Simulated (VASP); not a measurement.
# NaF (Fm-3m) in VASP: notebook

NaF is run at these levels: LDA; tasks: electric field gradients.

Everything below comes from runs of VASP 6.6.1. Logs are shortened: lines on timing, memory, paths and dates and some standing lists are left out, and cuts for length are marked.

## 1. The cell of the first run

It takes space group Fm-3m (No. 225, cubic). The conventional cell has a = 4.631 Å, b = 4.631 Å, c = 4.631 Å, α = 90.00°, β = 90.00°, γ = 90.00°. Na (site symmetry m-3m) has 6 F at 2.32 Å within 3.1 Å. Within 3.1 Å of F (site symmetry m-3m) lie 6 Na at 2.32 Å.

## 2. Electric field gradients, LDA (volume scaled by 0.99)

File INCAR:

```
ALGO = Normal
EDIFF = 1E-8
ENCUT = 520
GGA = CA
ISIF = 2
ISMEAR = -1
LASPH = True
LCHARG = False
LEFG = True
LREAL = False
LWAVE = False
NBANDS = 14
NELM = 80
PREC = Accurate
SIGMA = 0.02
```

File KPOINTS:

```
k-points
0
Gamma
  10 10 10
```

File POSCAR:

```
NaF
1.0
    0.0000000000      2.3155297078      2.3155297078
    2.3155297078      0.0000000000      2.3155297078
    2.3155297078      2.3155297078      0.0000000000
Na F
1 1
Direct
    0.0000000000      0.0000000000      0.0000000000
    0.5000000000      0.5000000000      0.5000000000
```

Potentials or basis: VASP PAW LDA potentials, release 64 (Na_pv, F).

Started as:

```console
$ cat potpaw_LDA.64/Na_pv/POTCAR potpaw_LDA.64/F/POTCAR > POTCAR
$ mpirun -np 1 vasp_std > vasp.out
```

OUTCAR:

```text
EDIFF = 1E-8
   ENCUT = 520
   GGA = CA
   ISIF = 2
   ISMEAR = -1
   LASPH = True
   LREAL = False
   NELM = 80
   PREC = Accurate

 ion  position               nearest neighbor table
   1  0.000  0.000  0.000-   2 2.32   2 2.32   2 2.32   2 2.32   2 2.32   2 2.32
   2  0.500  0.500  0.500-   1 2.32   1 2.32   1 2.32   1 2.32   1 2.32   1 2.32

  LATTYP: Found a face centered cubic cell.
 ALAT       =     4.6310594156

  Lattice vectors:

 A1 = (   0.0000000000,   2.3155297078,   2.3155297078)
 A2 = (   2.3155297078,   0.0000000000,   2.3155297078)
 A3 = (   2.3155297078,   2.3155297078,   0.0000000000)

Analysis of symmetry for initial positions (statically):
=====================================================================
 Subroutine PRICEL returns:
 Original cell was already a primitive cell.

 Routine SETGRP: Setting up the symmetry group for a
 face centered cubic supercell.

 Subroutine GETGRP returns: Found 48 space group operations
 (whereof 48 operations were pure point group operations)
 out of a pool of 48 trial point group operations.

The static configuration has the point symmetry O_h .

Analysis of symmetry for dynamics (positions and initial velocities):
=====================================================================
 Subroutine PRICEL returns:
 Original cell was already a primitive cell.

 Routine SETGRP: Setting up the symmetry group for a
 face centered cubic supercell.

 Subroutine GETGRP returns: Found 48 space group operations
 (whereof 48 operations were pure point group operations)
 out of a pool of 48 trial point group operations.

The dynamic configuration has the point symmetry O_h .

 Subroutine INISYM returns: Found 48 space group operations
 (whereof 48 operations are pure point group operations),
 and found     1 'primitive' translations

----------------------------------------------------------------------------------------

                                     Primitive cell

  volume of cell :      24.8302

  direct lattice vectors                    reciprocal lattice vectors
     0.000000000  2.315529708  2.315529708    -0.215933313  0.215933313  0.215933313
     2.315529708  0.000000000  2.315529708     0.215933313 -0.215933313  0.215933313
     2.315529708  2.315529708  0.000000000     0.215933313  0.215933313 -0.215933313

  length of vectors
     3.274653517  3.274653517  3.274653517     0.374007468  0.374007468  0.374007468

  position of ions in fractional coordinates (direct lattice)
     0.000000000  0.000000000  0.000000000
     0.500000000  0.500000000  0.500000000

  ion indices of the primitive-cell ions
   primitive index   ion index
                 1           1
                 2           2

----------------------------------------------------------------------------------------

 KPOINTS: k-points

Automatic generation of k-mesh.
 Grid dimensions read from file:
 generate k-points for:   10   10   10

 Generating k-lattice:

  Cartesian coordinates                     Fractional coordinates (reciprocal lattice)
    -0.021593331  0.021593331  0.021593331     0.100000000  0.000000000  0.000000000
     0.021593331 -0.021593331  0.021593331     0.000000000  0.100000000  0.000000000
     0.021593331  0.021593331 -0.021593331     0.000000000  0.000000000  0.100000000

  Length of vectors
     0.037400747  0.037400747  0.037400747

  Shift w.r.t. Gamma in fractional coordinates (k-lattice)
     0.000000000  0.000000000  0.000000000

 Subroutine IBZKPT returns following result:
 ===========================================

 Found     47 irreducible k-points:

 Following reciprocal coordinates:
            Coordinates               Weight
  0.000000  0.000000  0.000000      1.000000
  0.100000  0.000000  0.000000      8.000000
  0.200000  0.000000  0.000000      8.000000
  0.300000  0.000000  0.000000      8.000000
  0.400000  0.000000  0.000000      8.000000
  0.500000  0.000000  0.000000      4.000000
[... 16 lines left out ...]
  0.300000  0.300000  0.000000      6.000000
  0.400000  0.300000  0.000000     24.000000
 [... further k-points ...]
   k-points           NKPTS =     47   k-points in BZ     NKDIM =     47   number of bands    NBANDS=     14
   number of dos      NEDOS =    301   number of ions     NIONS =      2
   total plane-waves  NPLWV =  13824
   dimension x,y,z NGX =    24 NGY =   24 NGZ =   24
   dimension x,y,z NGXF=    48 NGYF=   48 NGZF=   48
   ions per type =               1   1
   NGX,Y,Z   is equivalent  to a cutoff of  12.18, 12.18, 12.18 a.u.
   NGXF,Y,Z  is equivalent  to a cutoff of  24.37, 24.37, 24.37 a.u.
 SYSTEM =  unknown system
   PREC   = accura    normal or accurate (medium, high low for compatibility)
   ISTART =      0    job   : 0-new  1-cont  2-samecut
   ICHARG =      2    charge: 1-file 2-atom 10-const
   ISPIN  =      1    spin polarized calculation?
   LNONCOLLINEAR =      F non collinear calculations
   LSORBIT =      F    spin-orbit coupling
   LASPH  =      T    aspherical Exc in radial PAW
   ENCUT  =  520.0 eV  38.22 Ry    6.18 a.u.   6.09  6.09  6.09*2*pi/ulx,y,z
   NELM   =     80;   NELMIN=  2; NELMDL= -5     # of ELM steps
   EDIFF  = 0.1E-07   stopping-criterion for ELM
   LREAL  =      F    real-space projection
   EDIFFG = 0.1E-06   stopping-criterion for IOM
   NSW    =      0    number of steps for IOM
   IBRION =     -1    ionic relax: 0-MD 1-quasi-New 2-CG
   NFREE  =      0    steps in history (QN), initial steepest desc. (CG)
   ISIF   =      2    stress and relaxation
   ISYM   =      2    0-nonsym 1-usesym 2-fastsym
   POTIM  = 0.5000    time-step for ionic-motion
   TEBEG  =    0.0;   TEEND  =   0.0 temperature during run
   PSTRESS=    0.0 pullay stress
   NELECT =      14.0000    total number of electrons
   NUPDOWN=      -1.0000    fix difference up-down
   EMIN   =  10.00;   EMAX   =-10.00  energy-range for DOS
   EFERMI =   0.00;   METHOD = LEGACY
   ISMEAR =    -1;   SIGMA  =   0.02  broadening in eV -4-tet -1-fermi 0-gaus
   EFERMI_NEDOS =   21; number of points for ismear=-14 and -15
   IALGO  =     38    algorithm
   IMIX   =      4    mixing-type and parameters
     AMIX     =   0.40;   BMIX     =  1.00
     AMIX_MAG =   1.60;   BMIX_MAG =  1.00
  volume/ion in A,a.u.               =      12.42        83.78
  Fermi-wavevector in a.u.,A,eV,Ry     =   1.352458  2.555775 24.887000  1.829143
  Thomas-Fermi vector in A             =   2.479795
   LORBIT       =      0    0 simple, 1 ext, 2 COOP (PROOUT), +10 PAW based schemes
   GGA     = CA    functional components
   LHFCALC =     F    Hartree Fock is set to
   AEXX    =    0.0000 exact exchange contribution
   IVDW    =     0    specifies the selected vdW correction
   LEPSILON=     F    determine dielectric tensor
   LRPA    =     F    only Hartree local field effects (RPA)
 non-spin polarized calculation
  energy-cutoff  :      520.00
  volume of cell :       24.83
 maximum number of plane-waves:       692
   NGX = 13   NGY = 13   NGZ = 13

 number of electron      13.9999979 magnetization

 Free energy of the ion-electron system (eV)
  ---------------------------------------------------
  ext. energy  EPLUGINS =         0.00000000
  ---------------------------------------------------
  free energy    TOTEN  =        -9.30644621 eV

  energy without entropy =       -9.30644621  energy(sigma->0) =       -9.30644621

 E-fermi :  -1.9719     XC(G=0):  -9.9536

 val. band max:       -2.5036024006   @ k =   0.0000   0.0000   0.0000
 cond. band min:       3.4618129374   @ k =   0.0000   0.0000   0.0000
 fundamental gap:      5.9654153380
 Fermi energy:        -1.9719259634

 k-point     1 :       0.0000    0.0000    0.0000
  band No.  band energies     occupation
      1     -21.2670      2.00000
      2     -21.2587      2.00000
      3     -21.2587      2.00000
      4     -21.2587      2.00000
      5      -2.5036      2.00000
      6      -2.5036      2.00000
      7      -2.5036      2.00000
      8       3.4618      0.00000
      9      16.0438      0.00000
     10      16.0438      0.00000
     11      16.0438      0.00000
     12      18.8586      0.00000
     13      21.0896      0.00000
     14      21.0896      0.00000
[... 377 lines left out ...]
      1     -21.6810      2.00000
      2     -21.3099      2.00000
      3     -21.3016      2.00000
      4     -20.7090      2.00000
      5      -3.7356      2.00000
      6      -2.9025      2.00000
      7      -2.8436      2.00000
      8       7.7298      0.00000
      9      10.8961      0.00000
     10      13.8323      0.00000
     11      16.6885      0.00000
     12      16.7189      0.00000
     13      22.5670      0.00000
     14      23.7284      0.00000

 [... further k-points ...]

------------------------ aborting loop because EDIFF is reached ----------------------------------------

  FORCE on cell =-STRESS in cart. coord.  units (eV):
  Direction    XX          YY          ZZ          XY          YZ          ZX
  --------------------------------------------------------------------------------------
  -------------------------------------------------------------------------------------
  Total       -0.6696918     -0.6696918     -0.6696918      0.0000000      0.0000000     -0.0000000
  in kB      -43.2120114    -43.2120114    -43.2120114      0.0000000      0.0000000     -0.0000000
  external PRESSURE =     -43.2120114 kB  Pullay stress =       0.0000000 kB

 VOLUME and BASIS-vectors are now :
 -----------------------------------------------------------------------------
  energy-cutoff  :      520.00
  volume of cell :       24.83
      direct lattice vectors                 reciprocal lattice vectors
     0.000000000  2.315529708  2.315529708    -0.215933313  0.215933313  0.215933313
     2.315529708  0.000000000  2.315529708     0.215933313 -0.215933313  0.215933313
     2.315529708  2.315529708  0.000000000     0.215933313  0.215933313 -0.215933313

 POSITION                                       TOTAL-FORCE (eV/Angst)
 -----------------------------------------------------------------------------------
      0.00000      0.00000      0.00000         0.000000      0.000000     -0.000000
      2.31553      2.31553      2.31553        -0.000000     -0.000000      0.000000
 -----------------------------------------------------------------------------------
    total drift:                                0.000000     -0.000000      0.000000

  FREE ENERGIE OF THE ION-ELECTRON SYSTEM (eV)
  ---------------------------------------------------
  free  energy   TOTEN  =        -9.3064462060 eV

  energy  without entropy=       -9.3064462060  energy(sigma->0) =       -9.30644621

 Electric field gradients (V/A^2)
---------------------------------------------------------------------
 ion       V_xx      V_yy      V_zz      V_xy      V_xz      V_yz
---------------------------------------------------------------------
   1       0.000     0.000    -0.000     0.002     0.002     0.002
   2       0.000     0.000    -0.000     0.008     0.008     0.008
---------------------------------------------------------------------

 Electric field gradients after diagonalization (V/A^2)
 (convention: |V_zz| > |V_xx| > |V_yy|)
----------------------------------------------------------------------
 ion       V_xx      V_yy      V_zz     asymmetry (V_yy - V_xx)/ V_zz
----------------------------------------------------------------------
   1      -0.002    -0.002     0.003       0.000
   2      -0.008    -0.008     0.016       0.000
----------------------------------------------------------------------

           NMR quadrupolar parameters

 Cq : quadrupolar parameter    Cq=e*Q*V_zz/h
 eta: asymmetry parameters     (V_yy - V_xx)/ V_zz
 Q  : nuclear electric quadrupole moment in mb (millibarn)
----------------------------------------------------------------------
 ion       Cq(MHz)       eta       Q (mb)
----------------------------------------------------------------------
   1       0.000       0.000       1.000
   2       0.000       0.000       1.000
----------------------------------------------------------------------
```

Wall time 4.4 s (1 thread of Intel Xeon 6975P-C (Granite Rapids), shared host); peak memory 0.12 GiB.

What came out:

```yaml
Free_energy: -9.3064 eV
Pressure: -4.3 GPa
Band_gap_on_the_k_mesh: 5.97 eV, direct
```

Caveat: without QUAD_EFG the Cq values of the log hold for a quadrupole moment of 1 mb, not for the nuclei. A k mesh can miss the band edges.

## 3. Electric field gradients, LDA (volume scaled by 0.99)

File INCAR:

```
  PREC = Accurate
  ENCUT = 520
  EDIFF = 1E-8
  ISMEAR = -1
  SIGMA = 0.02
  LREAL = False
  LASPH = True
  NELM = 100
  ALGO = Normal
  ISIF = 2
  LWAVE = False
  LCHARG = False
  LEFG = True
  NBANDS = 14
```

File KPOINTS:

```
Automatic mesh
0
Gamma
  10 10 10
```

POSCAR is that of step 2.

Potentials or basis: VASP PAW LDA potentials, release 64 (Na_pv, F).

Started as:

```console
$ cat potpaw_LDA.64/Na_pv/POTCAR potpaw_LDA.64/F/POTCAR > POTCAR
$ mpirun -np 1 vasp_std > vasp.out
```

OUTCAR:

```text
PREC = Accurate
   ENCUT = 520
   EDIFF = 1E-8
   ISMEAR = -1
   LREAL = False
   LASPH = True
   NELM = 100
   ISIF = 2

 ion  position               nearest neighbor table
   1  0.000  0.000  0.000-   2 2.32   2 2.32   2 2.32   2 2.32   2 2.32   2 2.32
   2  0.500  0.500  0.500-   1 2.32   1 2.32   1 2.32   1 2.32   1 2.32   1 2.32

  LATTYP: Found a face centered cubic cell.
 ALAT       =     4.6310594156

  Lattice vectors:

 A1 = (   0.0000000000,   2.3155297078,   2.3155297078)
 A2 = (   2.3155297078,   0.0000000000,   2.3155297078)
 A3 = (   2.3155297078,   2.3155297078,   0.0000000000)

Analysis of symmetry for initial positions (statically):
=====================================================================
 Subroutine PRICEL returns:
 Original cell was already a primitive cell.

 Routine SETGRP: Setting up the symmetry group for a
 face centered cubic supercell.

 Subroutine GETGRP returns: Found 48 space group operations
 (whereof 48 operations were pure point group operations)
[... 595 lines left out ...]
     0.000000000  2.315529708  2.315529708    -0.215933313  0.215933313  0.215933313
     2.315529708  0.000000000  2.315529708     0.215933313 -0.215933313  0.215933313
     2.315529708  2.315529708  0.000000000     0.215933313  0.215933313 -0.215933313

 POSITION                                       TOTAL-FORCE (eV/Angst)
 -----------------------------------------------------------------------------------
      0.00000      0.00000      0.00000         0.000000      0.000000     -0.000000
      2.31553      2.31553      2.31553        -0.000000     -0.000000      0.000000
 -----------------------------------------------------------------------------------
    total drift:                                0.000000     -0.000000      0.000000

  FREE ENERGIE OF THE ION-ELECTRON SYSTEM (eV)
  ---------------------------------------------------
  free  energy   TOTEN  =        -9.3064462060 eV

  energy  without entropy=       -9.3064462060  energy(sigma->0) =       -9.30644621

 Electric field gradients (V/A^2)
---------------------------------------------------------------------
 ion       V_xx      V_yy      V_zz      V_xy      V_xz      V_yz
---------------------------------------------------------------------
   1       0.000     0.000    -0.000     0.002     0.002     0.002
   2       0.000     0.000    -0.000     0.008     0.008     0.008
---------------------------------------------------------------------

 Electric field gradients after diagonalization (V/A^2)
 (convention: |V_zz| > |V_xx| > |V_yy|)
----------------------------------------------------------------------
 ion       V_xx      V_yy      V_zz     asymmetry (V_yy - V_xx)/ V_zz
----------------------------------------------------------------------
   1      -0.002    -0.002     0.003       0.000
   2      -0.008    -0.008     0.016       0.000
----------------------------------------------------------------------

           NMR quadrupolar parameters

 Cq : quadrupolar parameter    Cq=e*Q*V_zz/h
 eta: asymmetry parameters     (V_yy - V_xx)/ V_zz
 Q  : nuclear electric quadrupole moment in mb (millibarn)
----------------------------------------------------------------------
 ion       Cq(MHz)       eta       Q (mb)
----------------------------------------------------------------------
   1       0.000       0.000       1.000
   2       0.000       0.000       1.000
----------------------------------------------------------------------
```

stdout:

```text
POSCAR found type information on POSCAR NaF
 POSCAR found :  2 types and       2 ions
 scaLAPACK will be used
 LDA part: xc-table for (Slater(with rela. corr.)+CA(PZ))
 , standard interpolation
 POSCAR, INCAR and KPOINTS ok, starting setup
 FFT: planning ... GRIDC
 FFT: planning ... GRID_SOFT
 FFT: planning ... GRID
 WAVECAR not read
 entering main loop
ion   1

ion   2
```

Wall time 4.5 s (1 thread of Intel Xeon 6975P-C (Granite Rapids), shared host); peak memory 0.12 GiB.

What came out:

- Free energy: -9.3064 eV
- Pressure: -4.3 GPa
- Band gap on the k mesh: 5.97 eV, direct

Caveat: without QUAD_EFG the Cq values of the log hold for a quadrupole moment of 1 mb, not for the nuclei.

(Part 1 of 2 ends here.)
